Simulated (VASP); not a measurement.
# Al3FeCo2 (P-3m1) in VASP: a series of runs

Runs on Al3FeCo2. Level: PBE. Tasks: single point.

All numbers are computed with VASP 6.6.1; they aren't measurements. Logs are shortened: lines on timing, memory, paths and dates and some standing lists are left out, and cuts for length are marked.

### Step 1. The cell of the first run

Symmetry: P-3m1, No. 164, trigonal system. Conventional cell: a = 4.038 Å, b = 4.038 Å, c = 4.949 Å, α = 90.00°, β = 90.00°, γ = 120.00°. Al (site symmetry -3m) has 6 Co at 2.47 Å and 2 Fe at 2.47 Å and 6 Al at 2.86 Å within 3.3 Å. Al (site symmetry 3m) has 3 Fe at 2.47 Å and 5 Co at 2.47 to 2.48 Å and 6 Al at 2.85 to 2.86 Å within 3.3 Å. Within 3.3 Å of Fe (site symmetry -3m) lie 8 Al at 2.47 Å and 6 Co at 2.86 Å. Co (site symmetry 3m) has 8 Al at 2.47 to 2.48 Å and 3 Co at 2.85 Å and 3 Fe at 2.86 Å within 3.3 Å.

### Step 2. Single point, PBE, collinear spin, ferromagnetic start

INCAR

```
  PREC = Accurate
  ENCUT = 520
  EDIFF = 1E-6
  ISMEAR = 0
  SIGMA = 0.1
  LREAL = F
  LASPH = T
  NELM = 150
  ALGO = Normal
  ISIF = 2
  LWAVE = F
  LCHARG = F
  ISPIN = 2
  MAGMOM = 0 0 0 4 3 3
  LORBIT = 11
  LMAXMIX = 4
  GGA = PE
  NBANDS = 30
```

KPOINTS

```
regular mesh
0
Gamma
  6 6 4
```

POSCAR

```
Al3FeCo2
1.0
    4.0382252068      0.0000000000      0.0000000000
   -2.0191126034      3.4972056153      0.0000000000
    0.0000000000      0.0000000000      4.9493887616
Al Fe Co
3 1 2
Direct
    0.0000000000      0.0000000000      0.0000000000
    0.6666666667      0.3333333333      0.3342684187
    0.3333333333      0.6666666667      0.6657315813
    0.0000000000      0.0000000000      0.5000000000
    0.3333333333      0.6666666667      0.1656019648
    0.6666666667      0.3333333333      0.8343980352
```

Potentials or basis: VASP PAW PBE potentials, release 64 (Al, Fe, Co).

Launch:

```sh
$ cat potpaw_PBE.64/Al/POTCAR potpaw_PBE.64/Fe/POTCAR potpaw_PBE.64/Co/POTCAR > POTCAR
$ mpirun -np 1 vasp_std > vasp.out
```

OUTCAR:

```text
PREC = Accurate
   ENCUT = 520
   EDIFF = 1E-6
   ISMEAR = 0
   LREAL = F
   LASPH = T
   NELM = 150
   ISIF = 2
   ISPIN = 2
   LORBIT = 11
   GGA = PE

 ion  position               nearest neighbor table
   1  0.000  0.000  0.000-   5 2.47   6 2.47   6 2.47   5 2.47   6 2.47   5 2.47   4 2.47   4 2.47
                             2 2.86   3 2.86   3 2.86   2 2.86   2 2.86   3 2.86
   2  0.667  0.333  0.334-   4 2.47   4 2.47   4 2.47   6 2.47   6 2.48   5 2.48   5 2.48   5 2.48
                             3 2.85   3 2.85   3 2.85   1 2.86   1 2.86   1 2.86
   3  0.333  0.667  0.666-   4 2.47   4 2.47   4 2.47   5 2.47   5 2.48   6 2.48   6 2.48   6 2.48
                             2 2.85   2 2.85   2 2.85   1 2.86   1 2.86   1 2.86
   4  0.000  0.000  0.500-   2 2.47   3 2.47   2 2.47   3 2.47   2 2.47   3 2.47   1 2.47   1 2.47
                             6 2.86   5 2.86   6 2.86   5 2.86   5 2.86   6 2.86
   5  0.333  0.667  0.166-   1 2.47   1 2.47   1 2.47   3 2.47   3 2.48   2 2.48   2 2.48   2 2.48
                             6 2.85   6 2.85   6 2.85   4 2.86   4 2.86   4 2.86
   6  0.667  0.333  0.834-   1 2.47   1 2.47   1 2.47   2 2.47   2 2.48   3 2.48   3 2.48   3 2.48
                             5 2.85   5 2.85   5 2.85   4 2.86   4 2.86   4 2.86

  LATTYP: Found a hexagonal cell.
 ALAT       =     4.0382252068
 C/A-ratio  =     1.2256346559

  Lattice vectors:

 A1 = (   4.0382252068,   0.0000000000,   0.0000000000)
 A2 = (  -2.0191126034,   3.4972056153,   0.0000000000)
 A3 = (   0.0000000000,   0.0000000000,   4.9493887616)

Analysis of symmetry for initial positions (statically):
=====================================================================
 Subroutine PRICEL returns:
 Original cell was already a primitive cell.

 Routine SETGRP: Setting up the symmetry group for a
 hexagonal supercell.

 Subroutine GETGRP returns: Found 12 space group operations
 (whereof 12 operations were pure point group operations)
 out of a pool of 24 trial point group operations.

The static configuration has the point symmetry D_3d.

Analysis of symmetry for dynamics (positions and initial velocities):
=====================================================================
 Subroutine PRICEL returns:
 Original cell was already a primitive cell.

 Routine SETGRP: Setting up the symmetry group for a
 hexagonal supercell.

 Subroutine GETGRP returns: Found 12 space group operations
 (whereof 12 operations were pure point group operations)
 out of a pool of 24 trial point group operations.

The dynamic configuration has the point symmetry D_3d.

Analysis of structural, dynamic, and magnetic symmetry:
=====================================================================
 Subroutine PRICEL returns:
 Original cell was already a primitive cell.

 Routine SETGRP: Setting up the symmetry group for a
 hexagonal supercell.

 Subroutine GETGRP returns: Found 12 space group operations
 (whereof 12 operations were pure point group operations)
 out of a pool of 24 trial point group operations.

The overall configuration has the point symmetry D_3d.

 Subroutine INISYM returns: Found 12 space group operations
 (whereof 12 operations are pure point group operations),
 and found     1 'primitive' translations

----------------------------------------------------------------------------------------

                                     Primitive cell

  volume of cell :      69.8978

  direct lattice vectors                    reciprocal lattice vectors
     4.038225207  0.000000000  0.000000000     0.247633539  0.142971291  0.000000000
    -2.019112603  3.497205615  0.000000000     0.000000000  0.285942581  0.000000000
     0.000000000  0.000000000  4.949388762     0.000000000  0.000000000  0.202045151

  length of vectors
     4.038225207  4.038225207  4.949388762     0.285942581  0.285942581  0.202045151

  position of ions in fractional coordinates (direct lattice)
     0.000000000  0.000000000  0.000000000
     0.666666667  0.333333333  0.334268419
     0.333333333  0.666666667  0.665731581
     0.000000000  0.000000000  0.500000000
     0.333333333  0.666666667  0.165601965
     0.666666667  0.333333333  0.834398035

  ion indices of the primitive-cell ions
   primitive index   ion index
                 1           1
                 2           2
                 3           3
                 4           4
                 5           5
                 6           6

----------------------------------------------------------------------------------------

 KPOINTS: regular mesh

Automatic generation of k-mesh.
 Grid dimensions read from file:
 generate k-points for:    6    6    4

 Generating k-lattice:

  Cartesian coordinates                     Fractional coordinates (reciprocal lattice)
     0.041272257  0.023828548  0.000000000     0.166666667  0.000000000  0.000000000
     0.000000000  0.047657097  0.000000000     0.000000000  0.166666667  0.000000000
     0.000000000  0.000000000  0.050511288     0.000000000  0.000000000  0.250000000

  Length of vectors
     0.047657097  0.047657097  0.050511288

  Shift w.r.t. Gamma in fractional coordinates (k-lattice)
     0.000000000  0.000000000  0.000000000

 Subroutine IBZKPT returns following result:
 ===========================================

 Found     24 irreducible k-points:

 Following reciprocal coordinates:
            Coordinates               Weight
  0.000000  0.000000  0.000000      1.000000
  0.166667 -0.000000  0.000000      6.000000
  0.333333 -0.000000  0.000000      6.000000
  0.500000 -0.000000  0.000000      3.000000
  0.166667  0.166667  0.000000      6.000000
  0.333333  0.166667  0.000000     12.000000
[... 16 lines left out ...]
  0.333333  0.166667  0.500000     12.000000
  0.333333  0.333333  0.500000      2.000000
   k-points           NKPTS =     24   k-points in BZ     NKDIM =     24   number of bands    NBANDS=     30
   number of dos      NEDOS =    301   number of ions     NIONS =      6
   total plane-waves  NPLWV =  36000
   dimension x,y,z NGX =    30 NGY =   30 NGZ =   40
   dimension x,y,z NGXF=    60 NGYF=   60 NGZF=   80
   ions per type =               3   1   2
   NGX,Y,Z   is equivalent  to a cutoff of  12.35, 12.35, 13.44 a.u.
   NGXF,Y,Z  is equivalent  to a cutoff of  24.70, 24.70, 26.87 a.u.
 SYSTEM =  unknown system
   PREC   = accura    normal or accurate (medium, high low for compatibility)
   ISTART =      0    job   : 0-new  1-cont  2-samecut
   ICHARG =      2    charge: 1-file 2-atom 10-const
   ISPIN  =      2    spin polarized calculation?
   LNONCOLLINEAR =      F non collinear calculations
   LSORBIT =      F    spin-orbit coupling
   LASPH  =      T    aspherical Exc in radial PAW
   ENCUT  =  520.0 eV  38.22 Ry    6.18 a.u.   7.51  7.51  9.20*2*pi/ulx,y,z
   NELM   =    150;   NELMIN=  2; NELMDL= -5     # of ELM steps
   EDIFF  = 0.1E-05   stopping-criterion for ELM
   LREAL  =      F    real-space projection
   EDIFFG = 0.1E-04   stopping-criterion for IOM
   NSW    =      0    number of steps for IOM
   IBRION =     -1    ionic relax: 0-MD 1-quasi-New 2-CG
   NFREE  =      0    steps in history (QN), initial steepest desc. (CG)
   ISIF   =      2    stress and relaxation
   ISYM   =      2    0-nonsym 1-usesym 2-fastsym
   POTIM  = 0.5000    time-step for ionic-motion
   TEBEG  =    0.0;   TEEND  =   0.0 temperature during run
   PSTRESS=    0.0 pullay stress
   NELECT =      35.0000    total number of electrons
   NUPDOWN=      -1.0000    fix difference up-down
   EMIN   =  10.00;   EMAX   =-10.00  energy-range for DOS
   EFERMI =   0.00;   METHOD = LEGACY
   ISMEAR =     0;   SIGMA  =   0.10  broadening in eV -4-tet -1-fermi 0-gaus
   EFERMI_NEDOS =   21; number of points for ismear=-14 and -15
   IALGO  =     38    algorithm
   IMIX   =      4    mixing-type and parameters
     AMIX     =   0.40;   BMIX     =  1.00
     AMIX_MAG =   1.60;   BMIX_MAG =  1.00
  volume/ion in A,a.u.               =      11.65        78.62
  Fermi-wavevector in a.u.,A,eV,Ry     =   1.299999  2.456642 22.993818  1.689998
  Thomas-Fermi vector in A             =   2.431227
   LORBIT       =     11    0 simple, 1 ext, 2 COOP (PROOUT), +10 PAW based schemes
   GGA     = PE    functional components
   LHFCALC =     F    Hartree Fock is set to
   AEXX    =    0.0000 exact exchange contribution
   IVDW    =     0    specifies the selected vdW correction
   LEPSILON=     F    determine dielectric tensor
   LRPA    =     F    only Hartree local field effects (RPA)
 spin polarized calculation
 Gauss-broadening in eV      SIGMA  =   0.10
  energy-cutoff  :      520.00
  volume of cell :       69.90
 maximum number of plane-waves:      1914
   NGX = 15   NGY = 15   NGZ = 19

 number of electron      35.0000000 magnetization      10.0000000

 number of electron      35.0000002 magnetization       0.0013878

 Free energy of the ion-electron system (eV)
  ---------------------------------------------------
  ext. energy  EPLUGINS =         0.00000000
  ---------------------------------------------------
  free energy    TOTEN  =       -36.71959549 eV

  energy without entropy =      -36.70355838  energy(sigma->0) =      -36.71157693

 E-fermi :   9.4343     XC(G=0): -12.2332

 val. band max:        9.3941732370   @ k =   0.1667   0.1667   0.0000
 cond. band min:       9.4561262316   @ k =   0.1667   0.1667   0.2500
 fundamental gap:      0.0619529945
 Fermi energy:         9.4343363717

 spin component 1

 k-point     1 :       0.0000    0.0000    0.0000
  band No.  band energies     occupation
      1      -1.1293      1.00000
      2       4.1493      1.00000
      3       4.1576      1.00000
      4       6.5471      1.00000
      5       6.5471      1.00000
      6       6.6785      1.00000
[... 21 lines left out ...]
     28      17.9715      0.00000
     29      17.9716      0.00000

 k-point     2 :       0.1667   -0.0000    0.0000
  band No.  band energies     occupation
      1      -0.7802      1.00000
      2       4.3258      1.00000
      3       4.3327      1.00000
      4       5.9296      1.00000
      5       6.4343      1.00000
      6       6.6321      1.00000
[... 696 lines left out ...]
 k-point    24 :       0.3333    0.3333    0.5000
  band No.  band energies     occupation
      1       3.6986      1.00000
      2       3.7072      1.00000
      3       3.7072      1.00000
      4       4.2695      1.00000
      5       4.2695      1.00000
      6       4.4359      1.00000
[... 21 lines left out ...]
     28      18.2622      0.00000
     29      18.2622      0.00000
 Fermi energy:         9.4343363717

 spin component 2

 k-point     1 :       0.0000    0.0000    0.0000
  band No.  band energies     occupation
      1      -1.1293      1.00000
      2       4.1495      1.00000
      3       4.1576      1.00000
      4       6.5470      1.00000
      5       6.5470      1.00000
      6       6.6789      1.00000
[... 21 lines left out ...]
     28      17.9715      0.00000
     29      17.9715      0.00000

 k-point     2 :       0.1667   -0.0000    0.0000
  band No.  band energies     occupation
      1      -0.7802      1.00000
      2       4.3260      1.00000
      3       4.3327      1.00000
      4       5.9297      1.00000
      5       6.4344      1.00000
      6       6.6321      1.00000
[... 696 lines left out ...]
 k-point    24 :       0.3333    0.3333    0.5000
  band No.  band energies     occupation
      1       3.6986      1.00000
      2       3.7073      1.00000
      3       3.7073      1.00000
      4       4.2695      1.00000
      5       4.2695      1.00000
      6       4.4360      1.00000
[... 21 lines left out ...]
     28      18.2621      0.00000
     29      18.2621      0.00000
 [bands above 29 left out]

------------------------ aborting loop because EDIFF is reached ----------------------------------------

  FORCE on cell =-STRESS in cart. coord.  units (eV):
  Direction    XX          YY          ZZ          XY          YZ          ZX
  --------------------------------------------------------------------------------------
  -------------------------------------------------------------------------------------
  Total       -0.0718730     -0.0718730     -0.0611058      0.0000000      0.0000000     -0.0000000
  in kB       -1.6474533     -1.6474533     -1.4006514      0.0000000      0.0000000     -0.0000000
  external PRESSURE =      -1.5651860 kB  Pullay stress =       0.0000000 kB

 VOLUME and BASIS-vectors are now :
 -----------------------------------------------------------------------------
  energy-cutoff  :      520.00
  volume of cell :       69.90
      direct lattice vectors                 reciprocal lattice vectors
     4.038225207  0.000000000  0.000000000     0.247633539  0.142971291  0.000000000
    -2.019112603  3.497205615  0.000000000     0.000000000  0.285942581  0.000000000
     0.000000000  0.000000000  4.949388762     0.000000000  0.000000000  0.202045151

 POSITION                                       TOTAL-FORCE (eV/Angst)
 -----------------------------------------------------------------------------------
      0.00000      0.00000      0.00000        -0.000000      0.000000      0.000000
      2.01911      1.16574      1.65442        -0.000000      0.000000      0.003235
     -0.00000      2.33147      3.29496         0.000000      0.000000     -0.003235
      0.00000      0.00000      2.47469        -0.000000      0.000000      0.000000
     -0.00000      2.33147      0.81963        -0.000000      0.000000     -0.004765
      2.01911      1.16574      4.12976        -0.000000      0.000000      0.004765
 -----------------------------------------------------------------------------------
    total drift:                               -0.000000      0.000000     -0.000000

  FREE ENERGIE OF THE ION-ELECTRON SYSTEM (eV)
  ---------------------------------------------------
  free  energy   TOTEN  =       -36.7195954902 eV

  energy  without entropy=      -36.7035583792  energy(sigma->0) =      -36.71157693

 total charge

# of ion       s       p       d       tot
------------------------------------------
    1        0.397   0.431   0.000   0.828
    2        0.397   0.432   0.000   0.829
    3        0.397   0.432   0.000   0.829
    4        0.426   0.492   6.553   7.471
    5        0.436   0.504   7.495   8.435
    6        0.436   0.504   7.495   8.435
--------------------------------------------------
tot          2.489   2.795  21.544  26.828

 magnetization (x)

# of ion       s       p       d       tot
------------------------------------------
    1       -0.000  -0.000   0.000  -0.000
    2       -0.000  -0.000   0.000  -0.000
    3       -0.000  -0.000   0.000  -0.000
    4        0.000   0.000   0.002   0.002
    5       -0.000  -0.000  -0.000  -0.000
    6       -0.000  -0.000  -0.000  -0.000
--------------------------------------------------
tot         -0.000   0.000   0.001   0.001
```

Run time: 2.4 min. Hardware: 1 thread of Intel Xeon 6975P-C, shared host; peak memory 0.26 GiB.

Results:

| Property | Result |
| --- | --- |
| Free energy | -36.7196 eV |
| Pressure | -0.2 GPa |
| Largest force | 0.005 eV/Å |
| Net moment | 0.00 μB per cell |
| Valence electrons inside the program's atomic spheres | Al 0.83; Fe 7.47; Co 8.44 |

Forces on the atoms (eV/Å):
```
Al   0.000  0.000  0.000
Al   0.000  0.000  0.003
Al   0.000  0.000 -0.003
Fe   0.000  0.000  0.000
Co   0.000  0.000 -0.005
Co   0.000  0.000  0.005
```

Caveat: the starting moments collapsed, and a magnetic state may lie lower.

(Continued in part 2 of 2.)
